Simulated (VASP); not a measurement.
# TaV (Cmmm) in VASP: single point with PBE

Aim: the single point of TaV with PBE.

Everything below comes from runs of VASP 6.6.1. Logs are shortened: lines on timing, memory, paths and dates and some standing lists are left out, and cuts for length are marked.

### Step 1. The cell of the first run

Symmetry: Cmmm, No. 65, orthorhombic system. Conventional cell: a = 3.213 Å, b = 4.616 Å, c = 4.341 Å, α = 90.00°, β = 90.00°, γ = 90.00°. Ta (site symmetry mmm) has 8 V at 2.70 to 3.17 Å and 6 Ta at 2.81 to 3.21 Å within 3.6 Å. V (site symmetry mmm) has 8 Ta at 2.70 to 3.17 Å and 6 V at 2.81 to 3.21 Å within 3.6 Å.

### Step 2. Single point, PBE, collinear spin, ferromagnetic start

The input, INCAR:

```
PREC     = Accurate       # precision mode
ENCUT    = 520            # plane-wave cutoff, eV
EDIFF    = 1E-6           # SCF threshold, eV
ISMEAR   = -1             # smearing method
SIGMA    = 0.08           # smearing width, eV
LREAL    = False          # projectors in reciprocal space
LASPH    = True           # aspherical terms in the spheres
NELM     = 150            # most SCF steps
ALGO     = Normal         # electronic algorithm
ISIF     = 2              # what is computed and relaxed
LWAVE    = False          # write WAVECAR
LCHARG   = True           # write CHGCAR
ISPIN    = 2              # spin polarisation
MAGMOM   = 0 2            # initial moments
LORBIT   = 11             # projections on sites
LMAXMIX  = 4              # l up to which the mixer works
GGA      = PE             # functional
LELF     = True           # ELF
LVHAR    = True         
NBANDS   = 23             # bands
```

The input, KPOINTS:

```
Automatic mesh
0
Gamma
  11 11 7
```

The input, POSCAR:

```
TaV
1.0
    1.6067000000     -2.3077750000      0.0000000000
    1.6067000000      2.3077750000      0.0000000000
    0.0000000000      0.0000000000      4.3413610000
Ta V
1 1
Direct
    0.0000000000      0.0000000000      0.0000000000
    0.5000000000      0.5000000000      0.5000000000
```

Potentials or basis: VASP PAW PBE potentials, release 64 (Ta_pv, V_sv).

Run with:

```sh
$ cat potpaw_PBE.64/Ta_pv/POTCAR potpaw_PBE.64/V_sv/POTCAR > POTCAR
$ mpirun -np 1 vasp_std > vasp.out
```

OUTCAR:

```text
PREC = Accurate
   ENCUT = 520
   EDIFF = 1E-6
   ISMEAR = -1
   LREAL = False
   LASPH = True
   NELM = 150
   ISIF = 2
   ISPIN = 2
   LORBIT = 11
   GGA = PE

 ion  position               nearest neighbor table
   1  0.000  0.000  0.000-   2 2.70   2 2.70   2 2.70   2 2.70   2 3.17   2 3.17   2 3.17   2 3.17

   2  0.500  0.500  0.500-   1 2.70   1 2.70   1 2.70   1 2.70   1 3.17   1 3.17   1 3.17   1 3.17

  LATTYP: Found a base centered orthorhombic cell.
 ALAT       =     3.2134000000
 B/A-ratio  =     1.4363446816
 C/A-ratio  =     1.3510179249

  Lattice vectors:

 A1 = (   1.6067000000,  -2.3077750000,   0.0000000000)
 A2 = (   1.6067000000,   2.3077750000,   0.0000000000)
 A3 = (   0.0000000000,   0.0000000000,   4.3413610000)

Analysis of symmetry for initial positions (statically):
=====================================================================
 Subroutine PRICEL returns:
 Original cell was already a primitive cell.

 Routine SETGRP: Setting up the symmetry group for a
 base centered orthorhombic supercell.

 Subroutine GETGRP returns: Found  8 space group operations
 (whereof  8 operations were pure point group operations)
 out of a pool of  8 trial point group operations.

The static configuration has the point symmetry D_2h.

Analysis of symmetry for dynamics (positions and initial velocities):
=====================================================================
 Subroutine PRICEL returns:
 Original cell was already a primitive cell.

 Routine SETGRP: Setting up the symmetry group for a
 base centered orthorhombic supercell.

 Subroutine GETGRP returns: Found  8 space group operations
 (whereof  8 operations were pure point group operations)
 out of a pool of  8 trial point group operations.

The dynamic configuration has the point symmetry D_2h.

Analysis of structural, dynamic, and magnetic symmetry:
=====================================================================
 Subroutine PRICEL returns:
 Original cell was already a primitive cell.

 Routine SETGRP: Setting up the symmetry group for a
 base centered orthorhombic supercell.

 Subroutine GETGRP returns: Found  8 space group operations
 (whereof  8 operations were pure point group operations)
 out of a pool of  8 trial point group operations.

The overall configuration has the point symmetry D_2h.

 Subroutine INISYM returns: Found  8 space group operations
 (whereof  8 operations are pure point group operations),
 and found     1 'primitive' translations

----------------------------------------------------------------------------------------

                                     Primitive cell

  volume of cell :      32.1947

  direct lattice vectors                    reciprocal lattice vectors
     1.606700000 -2.307775000  0.000000000     0.311196863 -0.216658903  0.000000000
     1.606700000  2.307775000  0.000000000     0.311196863  0.216658903  0.000000000
     0.000000000  0.000000000  4.341361000     0.000000000  0.000000000  0.230342512

  length of vectors
     2.811994015  2.811994015  4.341361000     0.379189356  0.379189356  0.230342512

  position of ions in fractional coordinates (direct lattice)
     0.000000000  0.000000000  0.000000000
     0.500000000  0.500000000  0.500000000

  ion indices of the primitive-cell ions
   primitive index   ion index
                 1           1
                 2           2

----------------------------------------------------------------------------------------

 KPOINTS: Automatic mesh

Automatic generation of k-mesh.
 Grid dimensions read from file:
 generate k-points for:   11   11    7

 Generating k-lattice:

  Cartesian coordinates                     Fractional coordinates (reciprocal lattice)
     0.028290624 -0.019696264  0.000000000     0.090909091 -0.000000000  0.000000000
     0.028290624  0.019696264  0.000000000    -0.000000000  0.090909091  0.000000000
     0.000000000  0.000000000  0.032906073     0.000000000  0.000000000  0.142857143

  Length of vectors
     0.034471760  0.034471760  0.032906073

  Shift w.r.t. Gamma in fractional coordinates (k-lattice)
     0.000000000  0.000000000  0.000000000

 Subroutine IBZKPT returns following result:
 ===========================================

 Found    144 irreducible k-points:

 Following reciprocal coordinates:
            Coordinates               Weight
  0.000000  0.000000  0.000000      1.000000
  0.090909  0.000000  0.000000      4.000000
  0.181818  0.000000  0.000000      4.000000
  0.272727  0.000000  0.000000      4.000000
  0.363636  0.000000  0.000000      4.000000
  0.454545  0.000000  0.000000      4.000000
[... 16 lines left out ...]
 -0.272727  0.181818  0.000000      4.000000
 -0.181818  0.181818  0.000000      2.000000
 [... further k-points ...]
   k-points           NKPTS =    144   k-points in BZ     NKDIM =    144   number of bands    NBANDS=     23
   number of dos      NEDOS =    301   number of ions     NIONS =      2
   total plane-waves  NPLWV =  18432
   dimension x,y,z NGX =    24 NGY =   24 NGZ =   32
   dimension x,y,z NGXF=    48 NGYF=   48 NGZF=   64
   ions per type =               1   1
   NGX,Y,Z   is equivalent  to a cutoff of  14.19, 14.19, 12.25 a.u.
   NGXF,Y,Z  is equivalent  to a cutoff of  28.38, 28.38, 24.51 a.u.
 SYSTEM =  unknown system
   PREC   = accura    normal or accurate (medium, high low for compatibility)
   ISTART =      0    job   : 0-new  1-cont  2-samecut
   ICHARG =      2    charge: 1-file 2-atom 10-const
   ISPIN  =      2    spin polarized calculation?
   LNONCOLLINEAR =      F non collinear calculations
   LSORBIT =      F    spin-orbit coupling
   LASPH  =      T    aspherical Exc in radial PAW
   ENCUT  =  520.0 eV  38.22 Ry    6.18 a.u.   5.23  5.23  8.07*2*pi/ulx,y,z
   NELM   =    150;   NELMIN=  2; NELMDL= -5     # of ELM steps
   EDIFF  = 0.1E-05   stopping-criterion for ELM
   LREAL  =      F    real-space projection
   EDIFFG = 0.1E-04   stopping-criterion for IOM
   NSW    =      0    number of steps for IOM
   IBRION =     -1    ionic relax: 0-MD 1-quasi-New 2-CG
   NFREE  =      0    steps in history (QN), initial steepest desc. (CG)
   ISIF   =      2    stress and relaxation
   ISYM   =      2    0-nonsym 1-usesym 2-fastsym
   POTIM  = 0.5000    time-step for ionic-motion
   TEBEG  =    0.0;   TEEND  =   0.0 temperature during run
   PSTRESS=    0.0 pullay stress
   NELECT =      24.0000    total number of electrons
   NUPDOWN=      -1.0000    fix difference up-down
   EMIN   =  10.00;   EMAX   =-10.00  energy-range for DOS
   EFERMI =   0.00;   METHOD = LEGACY
   ISMEAR =    -1;   SIGMA  =   0.08  broadening in eV -4-tet -1-fermi 0-gaus
   EFERMI_NEDOS =   21; number of points for ismear=-14 and -15
   IALGO  =     38    algorithm
   IMIX   =      4    mixing-type and parameters
     AMIX     =   0.40;   BMIX     =  1.00
     AMIX_MAG =   1.60;   BMIX_MAG =  1.00
  volume/ion in A,a.u.               =      16.10       108.63
  Fermi-wavevector in a.u.,A,eV,Ry     =   1.484399  2.805107 29.979609  2.203439
  Thomas-Fermi vector in A             =   2.597940
   LORBIT       =     11    0 simple, 1 ext, 2 COOP (PROOUT), +10 PAW based schemes
   GGA     = PE    functional components
   LHFCALC =     F    Hartree Fock is set to
   AEXX    =    0.0000 exact exchange contribution
   IVDW    =     0    specifies the selected vdW correction
   LEPSILON=     F    determine dielectric tensor
   LRPA    =     F    only Hartree local field effects (RPA)
 spin polarized calculation
  energy-cutoff  :      520.00
  volume of cell :       32.19
 maximum number of plane-waves:       884
 NGX is ok and might be reduce to    24
   NGX = 11   NGY = 11   NGZ = 17

 number of electron      24.0000002 magnetization       0.0017418

 number of electron      24.0000002 magnetization      -0.0007429

 Free energy of the ion-electron system (eV)
  ---------------------------------------------------
  ext. energy  EPLUGINS =         0.00000000
  ---------------------------------------------------
  free energy    TOTEN  =       -20.67341253 eV

  energy without entropy =      -20.60323624  energy(sigma->0) =      -20.63832438

 E-fermi :   7.0858     XC(G=0): -12.6096

 val. band max:        7.0838536392   @ k =  -0.2727   0.0909   0.4286
 cond. band min:       7.0896438886   @ k =   0.0909   0.0909   0.1429
 fundamental gap:      0.0057902494
 Fermi energy:         7.0858232506

 spin component 1

 k-point     1 :       0.0000    0.0000    0.0000
  band No.  band energies     occupation
      1     -56.6593      1.00000
      2     -30.5386      1.00000
      3     -30.3706      1.00000
      4     -30.3188      1.00000
      5     -26.4590      1.00000
      6     -26.0384      1.00000
[... 15 lines left out ...]
     22      21.8705      0.00000
     23      24.0067      0.00000
[... 575 lines left out ...]
      1     -56.6402      1.00000
      2     -30.5111      1.00000
      3     -30.4283      1.00000
      4     -30.4144      1.00000
      5     -26.4091      1.00000
      6     -26.2133      1.00000
[... 15 lines left out ...]
     22      21.8695      0.00000
     23      22.3562      0.00000

 [... further k-points ...]

 spin component 2

 k-point     1 :       0.0000    0.0000    0.0000
  band No.  band energies     occupation
      1     -56.6599      1.00000
      2     -30.5392      1.00000
      3     -30.3712      1.00000
      4     -30.3194      1.00000
      5     -26.4589      1.00000
      6     -26.0383      1.00000
[... 15 lines left out ...]
     22      21.8706      0.00000
     23      24.0065      0.00000
[... 575 lines left out ...]
      1     -56.6408      1.00000
      2     -30.5117      1.00000
      3     -30.4288      1.00000
      4     -30.4150      1.00000
      5     -26.4090      1.00000
      6     -26.2131      1.00000
[... 15 lines left out ...]
     22      21.8696      0.00000
     23      22.3561      0.00000

 [... further k-points ...]

------------------------ aborting loop because EDIFF is reached ----------------------------------------

  FORCE on cell =-STRESS in cart. coord.  units (eV):
  Direction    XX          YY          ZZ          XY          YZ          ZX
  --------------------------------------------------------------------------------------
  -------------------------------------------------------------------------------------
  Total        0.0337931     -0.1139064      0.0019515     -0.0000000      0.0000000      0.0000000
  in kB        1.6817214     -5.6685831      0.0971164     -0.0000000      0.0000000      0.0000000
  external PRESSURE =      -1.2965818 kB  Pullay stress =       0.0000000 kB

 VOLUME and BASIS-vectors are now :
 -----------------------------------------------------------------------------
  energy-cutoff  :      520.00
  volume of cell :       32.19
      direct lattice vectors                 reciprocal lattice vectors
     1.606700000 -2.307775000  0.000000000     0.311196863 -0.216658903  0.000000000
     1.606700000  2.307775000  0.000000000     0.311196863  0.216658903  0.000000000
     0.000000000  0.000000000  4.341361000     0.000000000  0.000000000  0.230342512

 POSITION                                       TOTAL-FORCE (eV/Angst)
 -----------------------------------------------------------------------------------
      0.00000      0.00000      0.00000         0.000000      0.000000      0.000000
      1.60670      0.00000      2.17068        -0.000000      0.000000      0.000000
 -----------------------------------------------------------------------------------
    total drift:                                0.000000      0.000000     -0.000000

  FREE ENERGIE OF THE ION-ELECTRON SYSTEM (eV)
  ---------------------------------------------------
  free  energy   TOTEN  =       -20.6734125294 eV

  energy  without entropy=      -20.6032362385  energy(sigma->0) =      -20.63832438

 total charge

# of ion       s       p       d       tot
------------------------------------------
    1        0.392   6.167   2.441   9.000
    2        2.307   6.200   3.027  11.534
--------------------------------------------------
tot          2.699  12.367   5.468  20.534

 magnetization (x)

# of ion       s       p       d       tot
------------------------------------------
    1        0.000  -0.000   0.000   0.000
    2       -0.000  -0.000  -0.001  -0.001
--------------------------------------------------
tot         -0.000  -0.000  -0.001  -0.001
```

Wall time 2 min (1 thread of Intel Xeon Platinum 8488C (Sapphire Rapids), shared host); peak memory 0.29 GiB.

What came out:

```
Free energy                                           : -20.6734 eV
Pressure                                              : -0.1 GPa
Band gap on the k mesh                                : zero (filled and empty bands overlap)
Net moment                                            : 0.00 μB per cell
Valence electrons inside the program's atomic spheres : Ta 9.00; V 11.53
```

Caveat: spin-orbit coupling is left out, which moves the levels of the heavy elements.
